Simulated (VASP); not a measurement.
# AlP (sol) (F-43m) in VASP: a series of runs

The runs below take AlP (sol) through single point, with PBEsol.

Everything below comes from runs of VASP 6.6.1. Logs are shortened: lines on timing, memory, paths and dates and some standing lists are left out, and cuts for length are marked.

## Step 1: The cell of the first run

It takes space group F-43m (No. 216, cubic). Conventional cell: a = 5.464 Å, b = 5.464 Å, c = 5.464 Å, α = 90.00°, β = 90.00°, γ = 90.00°. Within 3.1 Å of Al (site symmetry -43m) lie 4 P at 2.37 Å. Within 3.1 Å of P (site symmetry -43m) lie 4 Al at 2.37 Å.

## Step 2: Single point, PBEsol

File INCAR:

```
PREC     = Accurate       # precision mode
ENCUT    = 500            # plane-wave cutoff, eV
EDIFF    = 1E-6           # SCF threshold, eV
ISMEAR   = 0              # smearing method
SIGMA    = 0.1            # smearing width, eV
LREAL    = False          # projectors in reciprocal space
LASPH    = True           # aspherical terms in the spheres
NELM     = 120            # most SCF steps
ALGO     = Normal         # electronic algorithm
ISIF     = 2              # what is computed and relaxed
LWAVE    = False          # write WAVECAR
LCHARG   = False          # write CHGCAR
GGA      = PS             # functional
NBANDS   = 11             # bands
GGA_COMPAT= False
```

File KPOINTS:

```
Automatic mesh
0
Gamma
  6 6 6
```

File POSCAR:

```
AlP
1.0
    0.0000000000      2.7320000000      2.7320000000
    2.7320000000      0.0000000000      2.7320000000
    2.7320000000      2.7320000000      0.0000000000
Al P
1 1
Direct
    0.0000000000      0.0000000000      0.0000000000
    0.2500000000      0.2500000000      0.2500000000
```

Potentials or basis: VASP PAW PBE potentials, release 64 (Al, P).

Launch:

```
> cat potpaw_PBE.64/Al/POTCAR potpaw_PBE.64/P/POTCAR > POTCAR
> mpirun -np 1 vasp_std > vasp.out
```

OUTCAR:

```text
PREC = Accurate
   ENCUT = 500
   EDIFF = 1E-6
   ISMEAR = 0
   LREAL = False
   LASPH = True
   NELM = 120
   ISIF = 2
   GGA = PS

 ion  position               nearest neighbor table
   1  0.000  0.000  0.000-   2 2.37   2 2.37   2 2.37   2 2.37
   2  0.250  0.250  0.250-   1 2.37   1 2.37   1 2.37   1 2.37

  LATTYP: Found a face centered cubic cell.
 ALAT       =     5.4640000000

  Lattice vectors:

 A1 = (   0.0000000000,   2.7320000000,   2.7320000000)
 A2 = (   2.7320000000,   0.0000000000,   2.7320000000)
 A3 = (   2.7320000000,   2.7320000000,   0.0000000000)

Analysis of symmetry for initial positions (statically):
=====================================================================
 Subroutine PRICEL returns:
 Original cell was already a primitive cell.

 Routine SETGRP: Setting up the symmetry group for a
 face centered cubic supercell.

 Subroutine GETGRP returns: Found 24 space group operations
 (whereof 24 operations were pure point group operations)
 out of a pool of 48 trial point group operations.

The static configuration has the point symmetry T_d .

Analysis of symmetry for dynamics (positions and initial velocities):
=====================================================================
 Subroutine PRICEL returns:
 Original cell was already a primitive cell.

 Routine SETGRP: Setting up the symmetry group for a
 face centered cubic supercell.

 Subroutine GETGRP returns: Found 24 space group operations
 (whereof 24 operations were pure point group operations)
 out of a pool of 48 trial point group operations.

The dynamic configuration has the point symmetry T_d .

 Subroutine INISYM returns: Found 24 space group operations
 (whereof 24 operations are pure point group operations),
 and found     1 'primitive' translations

----------------------------------------------------------------------------------------

                                     Primitive cell

  volume of cell :      40.7823

  direct lattice vectors                    reciprocal lattice vectors
     0.000000000  2.732000000  2.732000000    -0.183016105  0.183016105  0.183016105
     2.732000000  0.000000000  2.732000000     0.183016105 -0.183016105  0.183016105
     2.732000000  2.732000000  0.000000000     0.183016105  0.183016105 -0.183016105

  length of vectors
     3.863631452  3.863631452  3.863631452     0.316993193  0.316993193  0.316993193

  position of ions in fractional coordinates (direct lattice)
     0.000000000  0.000000000  0.000000000
     0.250000000  0.250000000  0.250000000

  ion indices of the primitive-cell ions
   primitive index   ion index
                 1           1
                 2           2

----------------------------------------------------------------------------------------

 KPOINTS: Automatic mesh

Automatic generation of k-mesh.
 Grid dimensions read from file:
 generate k-points for:    6    6    6

 Generating k-lattice:

  Cartesian coordinates                     Fractional coordinates (reciprocal lattice)
    -0.030502684  0.030502684  0.030502684     0.166666667  0.000000000  0.000000000
     0.030502684 -0.030502684  0.030502684     0.000000000  0.166666667  0.000000000
     0.030502684  0.030502684 -0.030502684     0.000000000  0.000000000  0.166666667

  Length of vectors
     0.052832199  0.052832199  0.052832199

  Shift w.r.t. Gamma in fractional coordinates (k-lattice)
     0.000000000  0.000000000  0.000000000

 Subroutine IBZKPT returns following result:
 ===========================================

 Found     16 irreducible k-points:

 Following reciprocal coordinates:
            Coordinates               Weight
  0.000000  0.000000  0.000000      1.000000
  0.166667  0.000000  0.000000      8.000000
  0.333333  0.000000  0.000000      8.000000
  0.500000  0.000000  0.000000      4.000000
  0.166667  0.166667  0.000000      6.000000
  0.333333  0.166667  0.000000     24.000000
[... 8 lines left out ...]
 -0.333333  0.333333  0.166667     24.000000
 -0.333333  0.500000  0.166667     12.000000
   k-points           NKPTS =     16   k-points in BZ     NKDIM =     16   number of bands    NBANDS=     11
   number of dos      NEDOS =    301   number of ions     NIONS =      2
   total plane-waves  NPLWV =  21952
   dimension x,y,z NGX =    28 NGY =   28 NGZ =   28
   dimension x,y,z NGXF=    56 NGYF=   56 NGZF=   56
   ions per type =               1   1
   NGX,Y,Z   is equivalent  to a cutoff of  12.05, 12.05, 12.05 a.u.
   NGXF,Y,Z  is equivalent  to a cutoff of  24.10, 24.10, 24.10 a.u.
 SYSTEM =  unknown system
   PREC   = accura    normal or accurate (medium, high low for compatibility)
   ISTART =      0    job   : 0-new  1-cont  2-samecut
   ICHARG =      2    charge: 1-file 2-atom 10-const
   ISPIN  =      1    spin polarized calculation?
   LNONCOLLINEAR =      F non collinear calculations
   LSORBIT =      F    spin-orbit coupling
   LASPH  =      T    aspherical Exc in radial PAW
   ENCUT  =  500.0 eV  36.75 Ry    6.06 a.u.   7.04  7.04  7.04*2*pi/ulx,y,z
   NELM   =    120;   NELMIN=  2; NELMDL= -5     # of ELM steps
   EDIFF  = 0.1E-05   stopping-criterion for ELM
   LREAL  =      F    real-space projection
   EDIFFG = 0.1E-04   stopping-criterion for IOM
   NSW    =      0    number of steps for IOM
   IBRION =     -1    ionic relax: 0-MD 1-quasi-New 2-CG
   NFREE  =      0    steps in history (QN), initial steepest desc. (CG)
   ISIF   =      2    stress and relaxation
   ISYM   =      2    0-nonsym 1-usesym 2-fastsym
   POTIM  = 0.5000    time-step for ionic-motion
   TEBEG  =    0.0;   TEEND  =   0.0 temperature during run
   PSTRESS=    0.0 pullay stress
   NELECT =       8.0000    total number of electrons
   NUPDOWN=      -1.0000    fix difference up-down
   EMIN   =  10.00;   EMAX   =-10.00  energy-range for DOS
   EFERMI =   0.00;   METHOD = LEGACY
   ISMEAR =     0;   SIGMA  =   0.10  broadening in eV -4-tet -1-fermi 0-gaus
   EFERMI_NEDOS =   21; number of points for ismear=-14 and -15
   IALGO  =     38    algorithm
   IMIX   =      4    mixing-type and parameters
     AMIX     =   0.40;   BMIX     =  1.00
     AMIX_MAG =   1.60;   BMIX_MAG =  1.00
  volume/ion in A,a.u.               =      20.39       137.61
  Fermi-wavevector in a.u.,A,eV,Ry     =   0.951220  1.797544 12.310807  0.904819
  Thomas-Fermi vector in A             =   2.079669
   LORBIT       =      0    0 simple, 1 ext, 2 COOP (PROOUT), +10 PAW based schemes
   GGA     = PS    functional components
   LHFCALC =     F    Hartree Fock is set to
   AEXX    =    0.0000 exact exchange contribution
   IVDW    =     0    specifies the selected vdW correction
   LEPSILON=     F    determine dielectric tensor
   LRPA    =     F    only Hartree local field effects (RPA)
 non-spin polarized calculation
 Gauss-broadening in eV      SIGMA  =   0.10
  energy-cutoff  :      500.00
  volume of cell :       40.78
 maximum number of plane-waves:      1056
   NGX = 15   NGY = 15   NGZ = 15

 number of electron       8.0000000 magnetization

 Free energy of the ion-electron system (eV)
  ---------------------------------------------------
  ext. energy  EPLUGINS =         0.00000000
  ---------------------------------------------------
  free energy    TOTEN  =       -10.98664740 eV

  energy without entropy =      -10.98664740  energy(sigma->0) =      -10.98664740

 E-fermi :   4.9497     XC(G=0):  -9.3548

 val. band max:        4.5201674415   @ k =   0.0000   0.0000   0.0000
 cond. band min:       5.9590811104   @ k =   0.5000   0.5000   0.0000
 fundamental gap:      1.4389136689
 Fermi energy:         4.9496876579

 k-point     1 :       0.0000    0.0000    0.0000
  band No.  band energies     occupation
      1      -6.9956      2.00000
      2       4.5202      2.00000
      3       4.5202      2.00000
      4       4.5202      2.00000
      5       7.7037      0.00000
      6       9.0258      0.00000
      7       9.0258      0.00000
      8       9.0258      0.00000
      9      13.3171      0.00000
     10      13.3171      0.00000
     11      14.5971      0.00000

 k-point     2 :       0.1667    0.0000    0.0000
  band No.  band energies     occupation
      1      -6.6910      2.00000
      2       2.6257      2.00000
      3       4.2758      2.00000
      4       4.2758      2.00000
      5       8.0556      0.00000
      6       9.4611      0.00000
      7       9.4611      0.00000
      8      10.0953      0.00000
      9      12.6480      0.00000
     10      12.6480      0.00000
     11      15.1715      0.00000

 k-point     3 :       0.3333    0.0000    0.0000
  band No.  band energies     occupation
      1      -5.8960      2.00000
      2       0.1472      2.00000
      3       3.9031      2.00000
      4       3.9031      2.00000
      5       7.4816      0.00000
      6       9.4995      0.00000
      7       9.4995      0.00000
      8      12.3064      0.00000
      9      13.5852      0.00000
     10      13.5852      0.00000
     11      14.6655      0.00000

 k-point     4 :       0.5000    0.0000    0.0000
  band No.  band energies     occupation
      1      -5.3016      2.00000
      2      -1.0536      2.00000
      3       3.7533      2.00000
      4       3.7533      2.00000
      5       7.2426      0.00000
      6       9.2643      0.00000
      7       9.2643      0.00000
      8      12.5912      0.00000
      9      16.0251      0.00000
     10      16.0251      0.00000
     11      16.1920      0.00000
[... 127 lines left out ...]
 k-point    14 :       0.5000    0.3333    0.1667
  band No.  band energies     occupation
      1      -5.2659      2.00000
      2       0.0739      2.00000
      3       1.8108      2.00000
      4       2.9090      2.00000
      5       8.2749      0.00000
      6       9.2710      0.00000
      7       9.9418      0.00000
      8      12.6770      0.00000
      9      13.7984      0.00000
     10      15.9199      0.00000
     11      17.8404      0.00000

 k-point    15 :      -0.3333    0.3333    0.1667
  band No.  band energies     occupation
      1      -4.7995      2.00000
      2      -0.4971      2.00000
      3       1.3516      2.00000
      4       2.5106      2.00000
      5       8.4694      0.00000
      6       9.4061      0.00000
      7      11.3384      0.00000
      8      12.0904      0.00000
      9      13.3356      0.00000
     10      16.3612      0.00000
     11      17.3855      0.00000

 k-point    16 :      -0.3333    0.5000    0.1667
  band No.  band energies     occupation
      1      -4.5963      2.00000
      2      -0.5420      2.00000
      3       1.5732      2.00000
      4       1.8133      2.00000
      5       7.7235      0.00000
      6       8.7515      0.00000
      7      12.0850      0.00000
      8      12.4576      0.00000
      9      15.6663      0.00000
     10      16.4658      0.00000
     11      17.6765      0.00000

------------------------ aborting loop because EDIFF is reached ----------------------------------------

  FORCE on cell =-STRESS in cart. coord.  units (eV):
  Direction    XX          YY          ZZ          XY          YZ          ZX
  --------------------------------------------------------------------------------------
  -------------------------------------------------------------------------------------
  Total        0.0978550      0.0978550      0.0978550     -0.0000000      0.0000000      0.0000000
  in kB        3.8443377      3.8443377      3.8443377     -0.0000000      0.0000000      0.0000000
  external PRESSURE =       3.8443377 kB  Pullay stress =       0.0000000 kB

 VOLUME and BASIS-vectors are now :
 -----------------------------------------------------------------------------
  energy-cutoff  :      500.00
  volume of cell :       40.78
      direct lattice vectors                 reciprocal lattice vectors
     0.000000000  2.732000000  2.732000000    -0.183016105  0.183016105  0.183016105
     2.732000000  0.000000000  2.732000000     0.183016105 -0.183016105  0.183016105
     2.732000000  2.732000000  0.000000000     0.183016105  0.183016105 -0.183016105

 POSITION                                       TOTAL-FORCE (eV/Angst)
 -----------------------------------------------------------------------------------
      0.00000      0.00000      0.00000         0.000000      0.000000      0.000000
      1.36600      1.36600      1.36600        -0.000000     -0.000000     -0.000000
 -----------------------------------------------------------------------------------
    total drift:                                0.000000      0.000000      0.000000

  FREE ENERGIE OF THE ION-ELECTRON SYSTEM (eV)
  ---------------------------------------------------
  free  energy   TOTEN  =       -10.9866474024 eV

  energy  without entropy=      -10.9866474024  energy(sigma->0) =      -10.98664740
```

Run time: 12 s. Hardware: 1 thread of AMD EPYC 7R13, shared host; peak memory 0.12 GiB.

Results:

| Property | Result |
| --- | --- |
| Free energy | -10.9866 eV |
| Pressure | 0.4 GPa |
| Band gap on the k mesh | 1.44 eV, indirect (least direct gap 3.18 eV) |

Caveat: the PAW data sets were made with another functional, which shifts forces and pressure a little. A k mesh can miss the band edges.

## Step 3: Single point, PBEsol

This run uses another cell than the first one, of 20.46 Å³/atom, 1.003 times its volume.

File INCAR:

```
PREC = Accurate ; ENCUT = 500
EDIFF = 1E-6 ; ISMEAR = 0
SIGMA = 0.02 ; LREAL = F
LASPH = T ; NELM = 120
ALGO = Normal ; ISIF = 2
LWAVE = F ; LCHARG = F
GGA = PS ; NBANDS = 11
GGA_COMPAT = F
```

File KPOINTS:

```
regular mesh
0
Gamma
  8 8 8
```

File POSCAR:

```
AlP
1.0
    0.0000000000      2.7351565883      2.7351565883
    2.7351565883      0.0000000000      2.7351565883
    2.7351565883      2.7351565883      0.0000000000
Al P
1 1
Direct
    0.0000000000      0.0000000000      0.0000000000
    0.2500000000      0.2500000000      0.2500000000
```

Potentials or basis: VASP PAW PBE potentials, release 64 (Al, P).

Launch:

```
> cat potpaw_PBE.64/Al/POTCAR potpaw_PBE.64/P/POTCAR > POTCAR
> mpirun -np 1 vasp_std > vasp.out
```

OUTCAR:

```text
PREC = Accurate
   ENCUT = 500
   EDIFF = 1E-6
   ISMEAR = 0
   LREAL = F
   LASPH = T
   NELM = 120
   ISIF = 2
   GGA = PS

 ion  position               nearest neighbor table
   1  0.000  0.000  0.000-   2 2.37   2 2.37   2 2.37   2 2.37
   2  0.250  0.250  0.250-   1 2.37   1 2.37   1 2.37   1 2.37

  LATTYP: Found a face centered cubic cell.
 ALAT       =     5.4703131766

  Lattice vectors:

 A1 = (   0.0000000000,   2.7351565883,   2.7351565883)
[... 522 lines left out ...]
------------------------ aborting loop because EDIFF is reached ----------------------------------------

  FORCE on cell =-STRESS in cart. coord.  units (eV):
  Direction    XX          YY          ZZ          XY          YZ          ZX
  --------------------------------------------------------------------------------------
  -------------------------------------------------------------------------------------
  Total        0.0109650      0.0109650      0.0109650     -0.0000000      0.0000000     -0.0000000
  in kB        0.4292837      0.4292837      0.4292837     -0.0000000      0.0000000     -0.0000000
  external PRESSURE =       0.4292837 kB  Pullay stress =       0.0000000 kB

 VOLUME and BASIS-vectors are now :
 -----------------------------------------------------------------------------
  energy-cutoff  :      500.00
  volume of cell :       40.92
      direct lattice vectors                 reciprocal lattice vectors
     0.000000000  2.735156588  2.735156588    -0.182804890  0.182804890  0.182804890
     2.735156588  0.000000000  2.735156588     0.182804890 -0.182804890  0.182804890
     2.735156588  2.735156588  0.000000000     0.182804890  0.182804890 -0.182804890

 POSITION                                       TOTAL-FORCE (eV/Angst)
 -----------------------------------------------------------------------------------
      0.00000      0.00000      0.00000         0.000000      0.000000      0.000000
      1.36758      1.36758      1.36758        -0.000000     -0.000000     -0.000000
 -----------------------------------------------------------------------------------
    total drift:                                0.000000      0.000000      0.000000

  FREE ENERGIE OF THE ION-ELECTRON SYSTEM (eV)
  ---------------------------------------------------
  free  energy   TOTEN  =       -10.9951646194 eV

  energy  without entropy=      -10.9951646194  energy(sigma->0) =      -10.99516462
```

OSZICAR:

```text
N       E                     dE             d eps       ncg     rms          rms(c)
DAV:   1     0.106990008495E+02    0.10699E+02   -0.29194E+03   638   0.534E+02
DAV:   2    -0.104846673785E+02   -0.21184E+02   -0.20217E+02   816   0.875E+01
DAV:   3    -0.113534157698E+02   -0.86875E+00   -0.86702E+00   817   0.173E+01
DAV:   4    -0.113610726481E+02   -0.76569E-02   -0.76562E-02   746   0.196E+00
DAV:   5    -0.113612116322E+02   -0.13898E-03   -0.13898E-03   794   0.255E-01    0.436E+00
DAV:   6    -0.110510394947E+02    0.31017E+00   -0.57612E-01   724   0.279E+00    0.269E+00
DAV:   7    -0.109977416694E+02    0.53298E-01   -0.20577E-01   774   0.180E+00    0.128E+00
DAV:   8    -0.109952129179E+02    0.25288E-02   -0.13890E-02   755   0.560E-01    0.173E-01
DAV:   9    -0.109951089712E+02    0.10395E-03   -0.82817E-04   736   0.150E-01    0.657E-02
DAV:  10    -0.109951588417E+02   -0.49870E-04   -0.68641E-05   725   0.434E-02    0.134E-02
DAV:  11    -0.109951643175E+02   -0.54758E-05   -0.88299E-06   801   0.162E-02    0.968E-03
DAV:  12    -0.109951646194E+02   -0.30194E-06   -0.93602E-07   512   0.476E-03
   1 F= -.10995165E+02 E0= -.10995165E+02  d E =-.295005E-14
```

Run time: 22 s. Hardware: 1 thread of AMD EPYC 7R13, shared host; peak memory 0.12 GiB.

Results:

| Property | Result |
| --- | --- |
| Free energy | -10.9952 eV |
| Pressure | 0.0 GPa |
| Band gap on the k mesh | 1.45 eV, indirect (least direct gap 3.16 eV) |

Caveat: the PAW data sets were made with another functional, which shifts forces and pressure a little.

[end of part 1 of 2]
